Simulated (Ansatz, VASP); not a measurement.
SiO2: VASP beside Ansatz

INCAR

```
SYSTEM = SiO2
PREC = Accurate
ENCUT = 520
EDIFF = 1E-8
ISMEAR = -1
SIGMA = 0.02
LREAL = Auto
LASPH = .TRUE.
NELM = 100
ALGO = Normal
ISIF = 2
LWAVE = .FALSE.
LCHARG = .FALSE.
GGA = PE
LEFG = .TRUE.
NBANDS = 82
```

File KPOINTS:

```
regular mesh
0
G
  4 4 4
  0 0 0
```

The input POSCAR:

```
SiO2
1.0
   -4.2235302601      4.2235302601      4.2235302601
    4.2235302601     -4.2235302601      4.2235302601
    4.2235302601      4.2235302601     -4.2235302601
Si O
8 16
Direct
    0.5000000000      0.0000000000      0.7824953700
    0.2824953700      0.2824953700      0.2824953700
    0.5000000000      0.0000000000      0.2175046300
    0.7175046300      0.7175046300      0.7175046300
    0.7824953700      0.5000000000      0.0000000000
    0.0000000000      0.2175046300      0.5000000000
    0.2175046300      0.5000000000      0.0000000000
    0.0000000000      0.7824953700      0.5000000000
    0.6802250600      0.9302250600      0.7500000000
    0.7500000000      0.6802250600      0.9302250600
    0.8197749400      0.5697749400      0.2500000000
    0.7500000000      0.1802250600      0.4302250600
    0.0697749400      0.2500000000      0.3197749400
    0.5000000000      0.0000000000      0.0000000000
    0.2500000000      0.8197749400      0.5697749400
    0.4302250600      0.7500000000      0.1802250600
    0.3197749400      0.0697749400      0.2500000000
    0.1802250600      0.4302250600      0.7500000000
    0.9302250600      0.7500000000      0.6802250600
    0.5000000000      0.5000000000      0.5000000000
    0.2500000000      0.3197749400      0.0697749400
    0.0000000000      0.5000000000      0.0000000000
    0.0000000000      0.0000000000      0.5000000000
    0.5697749400      0.2500000000      0.8197749400
```

Input for Ansatz:

```yaml
crystal:
  lattice:
    - [-4.2235302601, 4.2235302601, 4.2235302601]
    - [4.2235302601, -4.2235302601, 4.2235302601]
    - [4.2235302601, 4.2235302601, -4.2235302601]
  atoms:
    - { symbol: Si, position: [0.5, 0.0, 0.78249537] }
    - { symbol: Si, position: [0.28249537, 0.28249537, 0.28249537] }
    - { symbol: Si, position: [0.5, 0.0, 0.21750463] }
    - { symbol: Si, position: [0.71750463, 0.71750463, 0.71750463] }
    - { symbol: Si, position: [0.78249537, 0.5, 0.0] }
    - { symbol: Si, position: [0.0, 0.21750463, 0.5] }
    - { symbol: Si, position: [0.21750463, 0.5, 0.0] }
    - { symbol: Si, position: [0.0, 0.78249537, 0.5] }
    - { symbol: O, position: [0.68022506, 0.93022506, 0.75] }
    - { symbol: O, position: [0.75, 0.68022506, 0.93022506] }
    - { symbol: O, position: [0.81977494, 0.56977494, 0.25] }
    - { symbol: O, position: [0.75, 0.18022506, 0.43022506] }
    - { symbol: O, position: [0.06977494, 0.25, 0.31977494] }
    - { symbol: O, position: [0.5, 0.0, 0.0] }
    - { symbol: O, position: [0.25, 0.81977494, 0.56977494] }
    - { symbol: O, position: [0.43022506, 0.75, 0.18022506] }
    - { symbol: O, position: [0.31977494, 0.06977494, 0.25] }
    - { symbol: O, position: [0.18022506, 0.43022506, 0.75] }
    - { symbol: O, position: [0.93022506, 0.75, 0.68022506] }
    - { symbol: O, position: [0.5, 0.5, 0.5] }
    - { symbol: O, position: [0.25, 0.31977494, 0.06977494] }
    - { symbol: O, position: [0.0, 0.5, 0.0] }
    - { symbol: O, position: [0.0, 0.0, 0.5] }
    - { symbol: O, position: [0.56977494, 0.25, 0.81977494] }
kpoints:
  mp_grid: { grid: [4, 4, 4] }
scf:
  occupations: { method: fermi_dirac, width: 0.02 }
hamiltonian:
  xc: pbe
  pseudopotentials: { kind: paw, frozen_core: stored }
output:
  forces: true
  stress: true
  populations: true
  efg: { quadrupole_moments_barn: { O: -0.02558 } }
```

Alike in both runs: task electric field gradients; functional PBE; k mesh 4 × 4 × 4; occupations fermi-dirac, width 0.02 eV; no spin polarisation.

|  | VASP | Ansatz |
| --- | --- | --- |
| version | VASP 6.6.1 | Ansatz 0.2.0 |
| potentials or method | VASP PAW PBE potentials, release 64 (Si, O) | plane-wave PAW, scalar-relativistic |
| plane-wave cutoff (eV) | 520 | 420 |
| valence electrons in the cell | 128 | 128 |

VASP gave:

* gap on the k mesh at the Fermi level (eV): 5.90
* pressure (GPa): 5.8
* rms of the force components (eV/Å): 0.129
* size of Vzz on the site where it differs most (V/Å²): 92.2

Estimate Ansatz's values.

gap on the k mesh at the Fermi level (eV): 5.90; pressure (GPa): 5.6; rms of the force components (eV/Å): 0.126; size of Vzz on the site where it differs most (V/Å²): 101.0.

Atom by atom the forces differ by 0.007 eV/Å (rms over components).
